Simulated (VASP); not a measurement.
# SrO (Immm) in VASP: further runs

Runs on SrO. Level: PBEsol. Tasks: single point.

All numbers are computed with VASP 6.6.1; they aren't measurements. Logs are shortened: lines on timing, memory, paths and dates and some standing lists are left out, and cuts for length are marked.

## 1. The cell of the first run

Symmetry: Immm, No. 71, orthorhombic system. The conventional cell has a = 3.589 Å, b = 3.680 Å, c = 5.140 Å, α = 90.00°, β = 90.00°, γ = 90.00°. Within 3.4 Å of Sr (site symmetry mmm) lie 6 O at 2.57 Å. O (site symmetry mmm) has 6 Sr at 2.57 Å within 3.4 Å.

## 2. Single point, PBEsol (strain +0.0250 x Voigt [0, 0, 0, 0, 1, 0])

File INCAR:

```
  PREC = Accurate
  ENCUT = 520
  EDIFF = 1E-6
  ISMEAR = 0
  SIGMA = 0.05
  LREAL = F
  LASPH = T
  NELM = 80
  ALGO = Normal
  ISIF = 2
  LWAVE = F
  LCHARG = F
  GGA = PS
  NBANDS = 15
```

File KPOINTS:

```
Automatic mesh
0
Gamma
  8 8 8
```

File POSCAR:

```
SrO
1.0
    0.0321225000      2.5698000000      2.5698000000
    2.6019225000      0.0000000000      2.6019225000
    2.5698000000      2.5698000000      0.0321225000
Sr O
1 1
Direct
    0.0000000000      0.0000000000      0.0000000000
    0.5000000000      0.5000000000      0.5000000000
```

Potentials or basis: VASP PAW PBE potentials, release 64 (Sr_sv, O).

The run is started by

```sh
cat potpaw_PBE.64/Sr_sv/POTCAR potpaw_PBE.64/O/POTCAR > POTCAR
mpirun -np 1 vasp_std > vasp.out
```

OUTCAR:

```text
PREC = Accurate
   ENCUT = 520
   EDIFF = 1E-6
   ISMEAR = 0
   LREAL = F
   LASPH = T
   NELM = 80
   ISIF = 2
   GGA = PS

 ion  position               nearest neighbor table
   1  0.000  0.000  0.000-   2 2.57   2 2.57   2 2.57   2 2.57   2 2.57   2 2.57
   2  0.500  0.500  0.500-   1 2.57   1 2.57   1 2.57   1 2.57   1 2.57   1 2.57

  LATTYP: Found a body centered orthorhombic cell.
 ALAT       =     3.5888179374
 B/A-ratio  =     1.0253164557
 C/A-ratio  =     1.4321149999

  Lattice vectors:

 A1 = (   0.0321225000,  -2.5698000000,   2.5698000000)
 A2 = (  -0.0321225000,  -2.5698000000,  -2.5698000000)
 A3 = (   2.5698000000,   2.5698000000,   0.0321225000)

Analysis of symmetry for initial positions (statically):
=====================================================================
 Subroutine PRICEL returns:
 Original cell was already a primitive cell.

 Routine SETGRP: Setting up the symmetry group for a
 body centered orthorhombic supercell.

 Subroutine GETGRP returns: Found  8 space group operations
 (whereof  8 operations were pure point group operations)
 out of a pool of  8 trial point group operations.

The static configuration has the point symmetry D_2h.

Analysis of symmetry for dynamics (positions and initial velocities):
=====================================================================
 Subroutine PRICEL returns:
 Original cell was already a primitive cell.

 Routine SETGRP: Setting up the symmetry group for a
 body centered orthorhombic supercell.

 Subroutine GETGRP returns: Found  8 space group operations
 (whereof  8 operations were pure point group operations)
 out of a pool of  8 trial point group operations.

The dynamic configuration has the point symmetry D_2h.

 Subroutine INISYM returns: Found  8 space group operations
 (whereof  8 operations are pure point group operations),
 and found     1 'primitive' translations

----------------------------------------------------------------------------------------

                                     Primitive cell

  volume of cell :      33.9360

  direct lattice vectors                    reciprocal lattice vectors
     0.032122500  2.569800000  2.569800000    -0.197030553  0.194567671  0.197030553
     2.601922500  0.000000000  2.601922500     0.192165601 -0.194567671  0.192165601
     2.569800000  2.569800000  0.032122500     0.197030553  0.194567671 -0.197030553

  length of vectors
     3.634387973  3.679674088  3.634387973     0.339850932  0.334233174  0.339850932

  position of ions in fractional coordinates (direct lattice)
     0.000000000  0.000000000  0.000000000
     0.500000000  0.500000000  0.500000000

  ion indices of the primitive-cell ions
   primitive index   ion index
                 1           1
                 2           2

----------------------------------------------------------------------------------------

 KPOINTS: Automatic mesh

Automatic generation of k-mesh.
 Grid dimensions read from file:
 generate k-points for:    8    8    8

 Generating k-lattice:

  Cartesian coordinates                     Fractional coordinates (reciprocal lattice)
    -0.024628819  0.024320959  0.024628819     0.125000000  0.000000000  0.000000000
     0.024020700 -0.024320959  0.024020700     0.000000000  0.125000000 -0.000000000
     0.024628819  0.024320959 -0.024628819     0.000000000  0.000000000  0.125000000

  Length of vectors
     0.042481366  0.041779147  0.042481366

  Shift w.r.t. Gamma in fractional coordinates (k-lattice)
     0.000000000  0.000000000  0.000000000

 Subroutine IBZKPT returns following result:
 ===========================================

 Found     95 irreducible k-points:

 Following reciprocal coordinates:
            Coordinates               Weight
  0.000000  0.000000  0.000000      1.000000
  0.125000  0.000000  0.000000      4.000000
  0.250000  0.000000  0.000000      4.000000
  0.375000  0.000000  0.000000      4.000000
  0.500000  0.000000  0.000000      2.000000
 -0.000000  0.125000 -0.000000      4.000000
[... 16 lines left out ...]
  0.125000  0.375000 -0.000000      8.000000
  0.250000  0.375000 -0.000000      8.000000
 [... further k-points ...]
   k-points           NKPTS =     95   k-points in BZ     NKDIM =     95   number of bands    NBANDS=     15
   number of dos      NEDOS =    301   number of ions     NIONS =      2
   total plane-waves  NPLWV =  21952
   dimension x,y,z NGX =    28 NGY =   28 NGZ =   28
   dimension x,y,z NGXF=    56 NGYF=   56 NGZF=   56
   ions per type =               1   1
   NGX,Y,Z   is equivalent  to a cutoff of  12.81, 12.65, 12.81 a.u.
   NGXF,Y,Z  is equivalent  to a cutoff of  25.62, 25.30, 25.62 a.u.
 SYSTEM =  unknown system
   PREC   = accura    normal or accurate (medium, high low for compatibility)
   ISTART =      0    job   : 0-new  1-cont  2-samecut
   ICHARG =      2    charge: 1-file 2-atom 10-const
   ISPIN  =      1    spin polarized calculation?
   LNONCOLLINEAR =      F non collinear calculations
   LSORBIT =      F    spin-orbit coupling
   LASPH  =      T    aspherical Exc in radial PAW
   ENCUT  =  520.0 eV  38.22 Ry    6.18 a.u.   6.76  6.84  6.76*2*pi/ulx,y,z
   NELM   =     80;   NELMIN=  2; NELMDL= -5     # of ELM steps
   EDIFF  = 0.1E-05   stopping-criterion for ELM
   LREAL  =      F    real-space projection
   EDIFFG = 0.1E-04   stopping-criterion for IOM
   NSW    =      0    number of steps for IOM
   IBRION =     -1    ionic relax: 0-MD 1-quasi-New 2-CG
   NFREE  =      0    steps in history (QN), initial steepest desc. (CG)
   ISIF   =      2    stress and relaxation
   ISYM   =      2    0-nonsym 1-usesym 2-fastsym
   POTIM  = 0.5000    time-step for ionic-motion
   TEBEG  =    0.0;   TEEND  =   0.0 temperature during run
   PSTRESS=    0.0 pullay stress
   NELECT =      16.0000    total number of electrons
   NUPDOWN=      -1.0000    fix difference up-down
   EMIN   =  10.00;   EMAX   =-10.00  energy-range for DOS
   EFERMI =   0.00;   METHOD = LEGACY
   ISMEAR =     0;   SIGMA  =   0.05  broadening in eV -4-tet -1-fermi 0-gaus
   EFERMI_NEDOS =   21; number of points for ismear=-14 and -15
   IALGO  =     38    algorithm
   IMIX   =      4    mixing-type and parameters
     AMIX     =   0.40;   BMIX     =  1.00
     AMIX_MAG =   1.60;   BMIX_MAG =  1.00
  volume/ion in A,a.u.               =      16.97       114.51
  Fermi-wavevector in a.u.,A,eV,Ry     =   1.274172  2.407836 22.089260  1.623515
  Thomas-Fermi vector in A             =   2.406955
   LORBIT       =      0    0 simple, 1 ext, 2 COOP (PROOUT), +10 PAW based schemes
   GGA     = PS    functional components
   LHFCALC =     F    Hartree Fock is set to
   AEXX    =    0.0000 exact exchange contribution
   IVDW    =     0    specifies the selected vdW correction
   LEPSILON=     F    determine dielectric tensor
   LRPA    =     F    only Hartree local field effects (RPA)
 non-spin polarized calculation
 Gauss-broadening in eV      SIGMA  =   0.05
  energy-cutoff  :      520.00
  volume of cell :       33.94
 maximum number of plane-waves:       930
   NGX = 13   NGY = 13   NGZ = 13

 number of electron      15.9999997 magnetization

 Free energy of the ion-electron system (eV)
  ---------------------------------------------------
  ext. energy  EPLUGINS =         0.00000000
  ---------------------------------------------------
  free energy    TOTEN  =       -12.63609548 eV

  energy without entropy =      -12.63609548  energy(sigma->0) =      -12.63609548

 E-fermi :   1.8682     XC(G=0): -10.2850

 val. band max:        1.5260968596   @ k =   0.0000   0.0000   0.0000
 cond. band min:       4.6492394727   @ k =   0.5000   0.0000   0.5000
 fundamental gap:      3.1231426132
 Fermi energy:         1.8682128739

 k-point     1 :       0.0000    0.0000    0.0000
  band No.  band energies     occupation
      1     -30.7386      2.00000
      2     -13.5028      2.00000
      3     -12.3967      2.00000
      4     -12.3897      2.00000
      5     -12.3807      2.00000
      6       1.4721      2.00000
      7       1.4966      2.00000
      8       1.5261      2.00000
      9       5.3257      0.00000
     10       7.5033      0.00000
     11       7.6577      0.00000
     12       7.8219      0.00000
     13       9.8647      0.00000
     14       9.8654      0.00000
     15      13.9919      0.00000

 k-point     2 :       0.1250    0.0000    0.0000
  band No.  band energies     occupation
      1     -30.7171      2.00000
      2     -13.8650      2.00000
      3     -12.4087      2.00000
      4     -12.4019      2.00000
      5     -12.0756      2.00000
      6       1.0428      2.00000
      7       1.2614      2.00000
      8       1.3049      2.00000
      9       6.0469      0.00000
     10       7.5614      0.00000
     11       7.8212      0.00000
     12       8.0408      0.00000
     13      10.2772      0.00000
     14      10.2776      0.00000
     15      15.0652      0.00000

 k-point     3 :       0.2500    0.0000    0.0000
  band No.  band energies     occupation
      1     -30.6648      2.00000
      2     -14.4400      2.00000
      3     -12.4384      2.00000
      4     -12.4373      2.00000
      5     -11.6318      2.00000
      6       0.1905      2.00000
      7       0.8084      2.00000
      8       0.8701      2.00000
      9       7.4586      0.00000
     10       7.5964      0.00000
     11       8.6877      0.00000
     12       8.9224      0.00000
     13      11.3014      0.00000
     14      11.3048      0.00000
     15      17.1913      0.00000
[... 343 lines left out ...]
 k-point    23 :       0.1250    0.3750   -0.0000
  band No.  band energies     occupation
      1     -30.6247      2.00000
      2     -14.6893      2.00000
      3     -12.5274      2.00000
      4     -12.5189      2.00000
      5     -11.4780      2.00000
      6      -0.1806      2.00000
      7       0.6543      2.00000
      8       0.8316      2.00000
      9       7.0653      0.00000
     10       8.3758      0.00000
     11       9.8945      0.00000
     12      10.1110      0.00000
     13      11.9502      0.00000
     14      12.4972      0.00000
     15      17.0433      0.00000

 k-point    24 :       0.2500    0.3750   -0.0000
  band No.  band energies     occupation
      1     -30.6076      2.00000
      2     -14.3713      2.00000
      3     -12.6921      2.00000
      4     -12.6283      2.00000
      5     -11.9223      2.00000
      6       0.2182      2.00000
      7       1.0898      2.00000
      8       1.2033      2.00000
      9       5.7196      0.00000
     10       8.2919      0.00000
     11      10.5761      0.00000
     12      10.7825      0.00000
     13      11.4804      0.00000
     14      12.4482      0.00000
     15      17.3295      0.00000

 [... further k-points ...]

------------------------ aborting loop because EDIFF is reached ----------------------------------------

  FORCE on cell =-STRESS in cart. coord.  units (eV):
  Direction    XX          YY          ZZ          XY          YZ          ZX
  --------------------------------------------------------------------------------------
  -------------------------------------------------------------------------------------
  Total       -0.0645379     -0.0734552     -0.0645379      0.0000000      0.0000000     -0.2905341
  in kB       -3.0469514     -3.4679532     -3.0469514      0.0000000      0.0000000    -13.7166356
  external PRESSURE =      -3.1872854 kB  Pullay stress =       0.0000000 kB

 VOLUME and BASIS-vectors are now :
 -----------------------------------------------------------------------------
  energy-cutoff  :      520.00
  volume of cell :       33.94
      direct lattice vectors                 reciprocal lattice vectors
     0.032122500  2.569800000  2.569800000    -0.197030553  0.194567671  0.197030553
     2.601922500  0.000000000  2.601922500     0.192165601 -0.194567671  0.192165601
     2.569800000  2.569800000  0.032122500     0.197030553  0.194567671 -0.197030553

 POSITION                                       TOTAL-FORCE (eV/Angst)
 -----------------------------------------------------------------------------------
      0.00000      0.00000      0.00000         0.000000     -0.000000      0.000000
      2.60192      2.56980      2.60192         0.000000      0.000000     -0.000000
 -----------------------------------------------------------------------------------
    total drift:                                0.000000      0.000000      0.000000

  FREE ENERGIE OF THE ION-ELECTRON SYSTEM (eV)
  ---------------------------------------------------
  free  energy   TOTEN  =       -12.6360954804 eV

  energy  without entropy=      -12.6360954804  energy(sigma->0) =      -12.63609548
```

It took 37 s on 1 thread of Intel Xeon Platinum 8259CL at 2.50GHz (Skylake/Cascade Lake), shared host; peak memory 0.19 GiB.

What came out:

```
Free energy            : -12.6361 eV
Pressure               : -0.3 GPa
Band gap on the k mesh : 3.12 eV, indirect (least direct gap 3.21 eV)
```

Caveat: the cell differs from its parent crystal (strain +0.0250 x Voigt [0, 0, 0, 0, 1, 0]); the PAW data sets were made with another functional, which shifts forces and pressure a little.

## 3. Single point, PBEsol (strain +0.0150 x Voigt [0, 0, 0, 0, 1, 0])

File INCAR:

```
  PREC = Accurate
  ENCUT = 520
  EDIFF = 1E-7
  ISMEAR = 0
  SIGMA = 0.05
  LREAL = False
  LASPH = True
  NELM = 60
  ALGO = Normal
  ISIF = 2
  LWAVE = False
  LCHARG = True
  GGA = PS
  LELF = True
  LVHAR = True
  NBANDS = 15
```

KPOINTS is that of step 2.

File POSCAR:

```
SrO
1.0
    0.0192735000      2.5698000000      2.5698000000
    2.5890735000      0.0000000000      2.5890735000
    2.5698000000      2.5698000000      0.0192735000
Sr O
1 1
Direct
    0.0000000000      0.0000000000      0.0000000000
    0.5000000000      0.5000000000      0.5000000000
```

Potentials or basis: VASP PAW PBE potentials, release 64 (Sr_sv, O).

The run is started by

```sh
cat potpaw_PBE.64/Sr_sv/POTCAR potpaw_PBE.64/O/POTCAR > POTCAR
mpirun -np 1 vasp_std > vasp.out
```

It took 41 s on 1 thread of Intel Xeon Platinum 8259CL at 2.50GHz (Skylake/Cascade Lake), shared host; peak memory 0.19 GiB.

The run converged. Its results:

| Quantity | Value |
| --- | --- |
| Free energy | -12.6384 eV |
| Pressure | -0.3 GPa |
| Band gap on the k mesh | 3.14 eV, indirect (least direct gap 3.22 eV) |

Stress tensor (GPa, compression positive):
```
-0.31  0.00 -0.82
 0.00 -0.32  0.00
-0.82  0.00 -0.31
```

Levels at points of the mesh, in eV from the valence-band top:
```tsv
k point	band 6	band 7	band 8	band 9	band 10	band 11
(0.00, 0.00, 0.00)	-0.03	-0.02	0.00	3.81	6.05	6.15
(0.50, 0.00, 0.00)	-2.24	-1.22	-1.17	6.49	8.29	8.80
(0.00, 0.50, 0.00)	-2.24	-1.18	-1.12	6.46	8.27	8.73
(0.50, 0.50, 0.00)	-0.45	-0.10	-0.10	3.14	7.75	10.18
(0.50, 0.00, 0.50)	-0.45	-0.12	-0.08	3.14	7.76	10.19
```

Caveat: the cell differs from its parent crystal (strain +0.0150 x Voigt [0, 0, 0, 0, 1, 0]); the PAW data sets were made with another functional, which shifts forces and pressure a little. A k mesh can miss the band edges.

[end of part 1 of 2]
